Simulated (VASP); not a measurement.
The system is InSb3.

```
Sb In
1.0
     0.00000    3.79455    3.79455
     3.79455    0.00000    3.79455
     3.79455    3.79455    0.00000
Sb In
3 1
Direct
  0.50000 0.50000 0.50000
  0.75000 0.75000 0.75000
  0.25000 0.25000 0.25000
  0.00000 0.00000 0.00000
```

Base run:

```yaml
Program: VASP 6.6.1
Functional: PBEsol
Potentials_or_basis: VASP PAW PBE potentials, release 64 (Sb, In_d)
Cutoff: 520 eV
k_mesh: 6 × 6 × 6
Occupations: fermi-dirac, width 0.05 eV
Spin: no spin polarisation
```

Its results: band gap on the k mesh zero (band 14 reaches 8.91 eV, above the bottom of band 15 at 5.45 eV); pressure -3.1 GPa.

**Question.** The run is repeated on the same cell with these changes: functional from PBEsol to LDA; potentials or basis from VASP PAW PBE potentials, release 64 (Sb, In_d) to VASP PAW LDA potentials, release 64 (Sb, In_d); cutoff from 520 eV to 500 eV. What comes out?

**Answer.** Band gap on the k mesh zero (band 14 reaches 8.87 eV, above the bottom of band 15 at 5.46 eV); pressure -4.2 GPa.

Caveats: spin-orbit coupling is left out, which moves the levels of the heavy elements; the PAW data sets were made with another functional, which shifts forces and pressure a little (some runs).
